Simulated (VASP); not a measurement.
# Ru4Rh in VASP: a series of runs

Runs on Ru4Rh. Level: PBEsol. Tasks: single point.

Program: VASP 6.6.1. These are calculated values, not measurements. Logs are shortened: lines on timing, memory, paths and dates and some standing lists are left out, and cuts for length are marked.

### Step 1. The cell of the first run

The cell holds a slab with vacuum, 5 atoms: a = 2.690 Å, b = 2.690 Å, c = 24.500 Å, α = 90.00°, β = 90.00°, γ = 120.00°.

### Step 2. Single point, PBEsol

INCAR

```
  PREC = Accurate
  ENCUT = 520
  EDIFF = 1E-6
  ISMEAR = -1
  SIGMA = 0.05
  LREAL = F
  LASPH = T
  NELM = 80
  ALGO = Normal
  ISIF = 2
  LWAVE = F
  LCHARG = F
  LDIPOL = T
  IDIPOL = 3
  DIPOL = 0.5 0.5 0.500
  GGA = PS
  NBANDS = 44
```

KPOINTS

```
Automatic mesh
0
Gamma
  15 15 1
```

POSCAR

```
Ru4Rh
1.0
    2.6901084707      0.0000000000      0.0000000000
   -1.3450542353      2.3297022745      0.0000000000
    0.0000000000      0.0000000000     24.4996000000
Ru Rh
4 1
Direct
    0.0000000000      0.0000000000      0.3290002204
    0.3333333333      0.6666666667      0.4126361497
    0.3333333333      0.6666666667      0.5873638504
    0.0000000000      0.0000000000      0.6709997802
    0.0000000000      0.0000000000      0.4999999991
```

Potentials or basis: VASP PAW PBE potentials, release 64 (Ru_pv, Rh_pv).

Run with:

```bash
> cat potpaw_PBE.64/Ru_pv/POTCAR potpaw_PBE.64/Rh_pv/POTCAR > POTCAR
> mpirun -np 1 vasp_std > vasp.out
```

OUTCAR:

```text
PREC = Accurate
   ENCUT = 520
   EDIFF = 1E-6
   ISMEAR = -1
   LREAL = F
   LASPH = T
   NELM = 80
   ISIF = 2
   GGA = PS

 ion  position               nearest neighbor table
   1  0.000  0.000  0.329-   2 2.57   2 2.57   2 2.57
   2  0.333  0.667  0.413-   1 2.57   1 2.57   1 2.57   5 2.64   5 2.64   5 2.64
   3  0.333  0.667  0.587-   4 2.57   4 2.57   4 2.57   5 2.64   5 2.64   5 2.64
   4  0.000  0.000  0.671-   3 2.57   3 2.57   3 2.57
   5  0.000  0.000  0.500-   2 2.64   2 2.64   2 2.64   3 2.64   3 2.64   3 2.64

  LATTYP: Found a hexagonal cell.
 ALAT       =     2.6901084707
 C/A-ratio  =     9.1072907531

  Lattice vectors:

 A1 = (   2.6901084707,   0.0000000000,   0.0000000000)
 A2 = (  -1.3450542353,   2.3297022745,   0.0000000000)
 A3 = (   0.0000000000,   0.0000000000,  24.4996000000)

Analysis of symmetry for initial positions (statically):
=====================================================================
 Subroutine PRICEL returns:
 Original cell was already a primitive cell.

 Routine SETGRP: Setting up the symmetry group for a
 hexagonal supercell.

 Subroutine GETGRP returns: Found 12 space group operations
 (whereof 12 operations were pure point group operations)
 out of a pool of 24 trial point group operations.

The static configuration has the point symmetry D_3h.

Analysis of symmetry for dynamics (positions and initial velocities):
=====================================================================
 Subroutine PRICEL returns:
 Original cell was already a primitive cell.

 Routine SETGRP: Setting up the symmetry group for a
 hexagonal supercell.

 Subroutine GETGRP returns: Found 12 space group operations
 (whereof 12 operations were pure point group operations)
 out of a pool of 24 trial point group operations.

The dynamic configuration has the point symmetry D_3h.

 Subroutine INISYM returns: Found 12 space group operations
 (whereof 12 operations are pure point group operations),
 and found     1 'primitive' translations

----------------------------------------------------------------------------------------

                                     Primitive cell

  volume of cell :     153.5427

  direct lattice vectors                    reciprocal lattice vectors
     2.690108471  0.000000000  0.000000000     0.371732222  0.214619699  0.000000000
    -1.345054235  2.329702274  0.000000000     0.000000000  0.429239397  0.000000000
     0.000000000  0.000000000 24.499600000     0.000000000  0.000000000  0.040816993

  length of vectors
     2.690108471  2.690108471 24.499600000     0.429239397  0.429239397  0.040816993

  position of ions in fractional coordinates (direct lattice)
     0.000000000  0.000000000  0.329000220
     0.333333333  0.666666667  0.412636150
     0.333333333  0.666666667  0.587363850
     0.000000000  0.000000000  0.670999780
     0.000000000  0.000000000  0.499999999

  ion indices of the primitive-cell ions
   primitive index   ion index
                 1           1
                 2           2
                 3           3
                 4           4
                 5           5

----------------------------------------------------------------------------------------

 KPOINTS: Automatic mesh

Automatic generation of k-mesh.
 Grid dimensions read from file:
 generate k-points for:   15   15    1

 Generating k-lattice:

  Cartesian coordinates                     Fractional coordinates (reciprocal lattice)
     0.024782148  0.014307980  0.000000000     0.066666667 -0.000000000  0.000000000
     0.000000000  0.028615960  0.000000000     0.000000000  0.066666667  0.000000000
     0.000000000  0.000000000  0.040816993     0.000000000  0.000000000  1.000000000

  Length of vectors
     0.028615960  0.028615960  0.040816993

  Shift w.r.t. Gamma in fractional coordinates (k-lattice)
     0.000000000  0.000000000  0.000000000

 Subroutine IBZKPT returns following result:
 ===========================================

 Found     27 irreducible k-points:

 Following reciprocal coordinates:
            Coordinates               Weight
  0.000000  0.000000  0.000000      1.000000
  0.066667  0.000000  0.000000      6.000000
  0.133333  0.000000  0.000000      6.000000
  0.200000  0.000000  0.000000      6.000000
  0.266667  0.000000  0.000000      6.000000
  0.333333  0.000000  0.000000      6.000000
[... 16 lines left out ...]
  0.333333  0.200000  0.000000     12.000000
  0.400000  0.200000  0.000000      6.000000
 [... further k-points ...]
   k-points           NKPTS =     27   k-points in BZ     NKDIM =     27   number of bands    NBANDS=     44
   number of dos      NEDOS =    301   number of ions     NIONS =      5
   total plane-waves  NPLWV =  76800
   dimension x,y,z NGX =    20 NGY =   20 NGZ =  192
   dimension x,y,z NGXF=    40 NGYF=   40 NGZF=  384
   ions per type =               4   1
   NGX,Y,Z   is equivalent  to a cutoff of  12.36, 12.36, 13.03 a.u.
   NGXF,Y,Z  is equivalent  to a cutoff of  24.72, 24.72, 26.06 a.u.
 SYSTEM =  unknown system
   PREC   = accura    normal or accurate (medium, high low for compatibility)
   ISTART =      0    job   : 0-new  1-cont  2-samecut
   ICHARG =      2    charge: 1-file 2-atom 10-const
   ISPIN  =      1    spin polarized calculation?
   LNONCOLLINEAR =      F non collinear calculations
   LSORBIT =      F    spin-orbit coupling
   LASPH  =      T    aspherical Exc in radial PAW
   ENCUT  =  520.0 eV  38.22 Ry    6.18 a.u.   5.00  5.00 45.55*2*pi/ulx,y,z
   NELM   =     80;   NELMIN=  2; NELMDL= -5     # of ELM steps
   EDIFF  = 0.1E-05   stopping-criterion for ELM
   LREAL  =      F    real-space projection
   EDIFFG = 0.1E-04   stopping-criterion for IOM
   NSW    =      0    number of steps for IOM
   IBRION =     -1    ionic relax: 0-MD 1-quasi-New 2-CG
   NFREE  =      0    steps in history (QN), initial steepest desc. (CG)
   ISIF   =      2    stress and relaxation
   ISYM   =      2    0-nonsym 1-usesym 2-fastsym
   POTIM  = 0.5000    time-step for ionic-motion
   TEBEG  =    0.0;   TEEND  =   0.0 temperature during run
   PSTRESS=    0.0 pullay stress
   NELECT =      71.0000    total number of electrons
   NUPDOWN=      -1.0000    fix difference up-down
   EMIN   =  10.00;   EMAX   =-10.00  energy-range for DOS
   EFERMI =   0.00;   METHOD = LEGACY
   ISMEAR =    -1;   SIGMA  =   0.05  broadening in eV -4-tet -1-fermi 0-gaus
   EFERMI_NEDOS =   21; number of points for ismear=-14 and -15
   IALGO  =     38    algorithm
   IMIX   =      4    mixing-type and parameters
     AMIX     =   0.40;   BMIX     =  1.00
     AMIX_MAG =   1.60;   BMIX_MAG =  1.00
  volume/ion in A,a.u.               =      30.71       207.23
  Fermi-wavevector in a.u.,A,eV,Ry     =   1.265954  2.392306 21.805230  1.602639
  Thomas-Fermi vector in A             =   2.399180
   LORBIT       =      0    0 simple, 1 ext, 2 COOP (PROOUT), +10 PAW based schemes
   GGA     = PS    functional components
   LHFCALC =     F    Hartree Fock is set to
   AEXX    =    0.0000 exact exchange contribution
   IVDW    =     0    specifies the selected vdW correction
   LEPSILON=     F    determine dielectric tensor
   LRPA    =     F    only Hartree local field effects (RPA)
 non-spin polarized calculation
  energy-cutoff  :      520.00
  volume of cell :      153.54
 maximum number of plane-waves:      4193
 NGX is ok and might be reduce to    20
   NGX =  9   NGY =  9   NGZ = 91

 number of electron      70.9999989 magnetization

 dipolmoment           0.000000      0.000000      0.000000 electrons x Angstroem

 Free energy of the ion-electron system (eV)
  ---------------------------------------------------
  ext. energy  EPLUGINS =         0.00000000
  ---------------------------------------------------
  free energy    TOTEN  =       -46.46082783 eV

  energy without entropy =      -46.41477474  energy(sigma->0) =      -46.43780128

 E-fermi :   2.8090     XC(G=0):  -7.0504

 val. band max:        2.8072530119   @ k =   0.2000   0.0667   0.0000
 cond. band min:       2.8277797590   @ k =   0.0667   0.0000   0.0000
 fundamental gap:      0.0205267471
 Fermi energy:         2.8090443419

 k-point     1 :       0.0000    0.0000    0.0000
  band No.  band energies     occupation
      1     -44.2725      2.00000
      2     -43.7918      2.00000
      3     -43.7918      2.00000
      4     -40.7010      2.00000
      5     -40.6699      2.00000
      6     -40.0127      2.00000
[... 36 lines left out ...]
     43       3.8602      0.00000
     44       3.9001      0.00000

 k-point     2 :       0.0667    0.0000    0.0000
  band No.  band energies     occupation
      1     -44.2683      2.00000
      2     -43.8173      2.00000
      3     -43.7978      2.00000
      4     -40.6918      2.00000
      5     -40.6628      2.00000
      6     -40.0561      2.00000
[... 36 lines left out ...]
     43       3.8963      0.00000
     44       3.9158      0.00000

 k-point     3 :       0.1333    0.0000    0.0000
  band No.  band energies     occupation
      1     -44.2566      2.00000
      2     -43.8888      2.00000
      3     -43.8147      2.00000
      4     -40.6664      2.00000
      5     -40.6433      2.00000
      6     -40.1679      2.00000
[... 36 lines left out ...]
     43       3.9465      0.00000
     44       3.9854      0.00000

 k-point     4 :       0.2000    0.0000    0.0000
  band No.  band energies     occupation
      1     -44.2393      2.00000
      2     -43.9931      2.00000
      3     -43.8394      2.00000
      4     -40.6322      2.00000
      5     -40.6188      2.00000
      6     -40.3186      2.00000
[... 882 lines left out ...]
     43       6.7451      0.00000
     44       7.9182      0.00000

 k-point    23 :       0.3333    0.2000    0.0000
  band No.  band energies     occupation
      1     -44.2840      2.00000
      2     -44.1729      2.00000
      3     -44.0405      2.00000
      4     -40.7409      2.00000
      5     -40.7324      2.00000
      6     -40.5363      2.00000
[... 36 lines left out ...]
     43       8.1842      0.00000
     44       9.1778      0.00000

 k-point    24 :       0.4000    0.2000    0.0000
  band No.  band energies     occupation
      1     -44.2952      2.00000
      2     -44.1696      2.00000
      3     -44.0537      2.00000
      4     -40.7558      2.00000
      5     -40.7463      2.00000
      6     -40.5413      2.00000
[... 36 lines left out ...]
     43       8.8187      0.00000
     44       9.4782      0.00000

 [... further k-points ...]

------------------------ aborting loop because EDIFF is reached ----------------------------------------

 vacuum level on the upper side and lower side of the slab       (xc-potential included)        -0.116        -0.116

  FORCE on cell =-STRESS in cart. coord.  units (eV):
  Direction    XX          YY          ZZ          XY          YZ          ZX
  --------------------------------------------------------------------------------------
  -------------------------------------------------------------------------------------
  Total       -2.9895673     -2.9895673      0.4152855     -0.0000000     -0.0000000      0.0000000
  in kB      -31.1953386    -31.1953386      4.3333931     -0.0000000     -0.0000000      0.0000000
  external PRESSURE =     -19.3524281 kB  Pullay stress =       0.0000000 kB

 VOLUME and BASIS-vectors are now :
 -----------------------------------------------------------------------------
  energy-cutoff  :      520.00
  volume of cell :      153.54
      direct lattice vectors                 reciprocal lattice vectors
     2.690108471  0.000000000  0.000000000     0.371732222  0.214619699  0.000000000
    -1.345054235  2.329702274  0.000000000     0.000000000  0.429239397  0.000000000
     0.000000000  0.000000000 24.499600000     0.000000000  0.000000000  0.040816993

 POSITION                                       TOTAL-FORCE (eV/Angst)
 -----------------------------------------------------------------------------------
      0.00000      0.00000      8.06037        -0.000000      0.000000      0.095570
     -0.00000      1.55313     10.10942         0.000000     -0.000000     -0.298423
     -0.00000      1.55313     14.39018         0.000000     -0.000000      0.298423
      0.00000      0.00000     16.43923        -0.000000      0.000000     -0.095570
      0.00000      0.00000     12.24980        -0.000000      0.000000      0.000000
 -----------------------------------------------------------------------------------
    total drift:                                0.000001     -0.000000      0.000017

  FREE ENERGIE OF THE ION-ELECTRON SYSTEM (eV)
  ---------------------------------------------------
  free  energy   TOTEN  =       -46.4608278328 eV

  energy  without entropy=      -46.4147747368  energy(sigma->0) =      -46.43780128

 vacuum level on the upper side and lower side of the slab         7.843         7.843
```

Wall time 3.1 min (1 thread of Intel Xeon 6975P-C (Granite Rapids), shared host); peak memory 0.35 GiB.

What came out:

* Free energy: -46.4608 eV
* Largest force: 0.298 eV/Å
* Band gap on the k mesh: zero (an odd number of electrons rules out a gap without spin polarisation)

Forces in eV/Å, atoms in the order of the input:
```
Ru   0.000  0.000  0.096
Ru   0.000  0.000 -0.298
Ru   0.000  0.000  0.298
Ru   0.000  0.000 -0.096
Rh   0.000  0.000  0.000
```

Caveat: the PAW data sets were made with another functional, which shifts forces and pressure a little.

### Step 3. Single point, PBEsol

INCAR

```
SYSTEM = Ru4Rh
PREC     = Accurate       ! precision mode
ENCUT    = 520            ! plane-wave cutoff, eV
EDIFF    = 1E-7           ! SCF threshold, eV
ISMEAR   = -1             ! smearing method
SIGMA    = 0.05           ! smearing width, eV
LREAL    = .False.        ! projectors in reciprocal space
LASPH    = .True.         ! aspherical terms in the spheres
NELM     = 100            ! most SCF steps
ALGO     = Normal         ! electronic algorithm
ISIF     = 2              ! what is computed and relaxed
LWAVE    = .False.        ! write WAVECAR
LCHARG   = .True.         ! write CHGCAR
LDIPOL   = .True.       
IDIPOL   = 3            
DIPOL    = 0.5 0.5 0.500
GGA      = PS             ! functional
LELF     = .True.         ! ELF
LVHAR    = .True.       
LVACPOTAV= .True.       
NBANDS   = 44             ! bands
```

KPOINTS

```
Automatic mesh
0
Gamma
  15 15 1
  0 0 0
```

POSCAR is that of step 2.

Potentials or basis: VASP PAW PBE potentials, release 64 (Ru_pv, Rh_pv).

Run with:

```bash
> cat potpaw_PBE.64/Ru_pv/POTCAR potpaw_PBE.64/Rh_pv/POTCAR > POTCAR
> mpirun -np 1 vasp_std > vasp.out
```

It took 3.6 min on 1 thread of Intel Xeon 6975P-C (Granite Rapids), shared host; peak memory 0.35 GiB.

It converged, with:

- Free energy: -46.4608 eV
- Largest force: 0.298 eV/Å
- Band gap on the k mesh: zero (an odd number of electrons rules out a gap without spin polarisation)

Forces in eV/Å, atoms in the order of the input:
```
Ru   0.000  0.000  0.096
Ru   0.000  0.000 -0.298
Ru   0.000  0.000  0.298
Ru   0.000  0.000 -0.096
Rh   0.000  0.000  0.000
```

Levels at points of the mesh, in eV from the Fermi level:
```
           k point  band 32  band 33  band 34  band 35  band 36  band 37  band 38  band 39
(0.00, 0.00, 0.00)    -2.22    -2.22    -1.45    -1.44    -1.44    -0.35    -0.35     0.18
```

Caveat: the PAW data sets were made with another functional, which shifts forces and pressure a little.
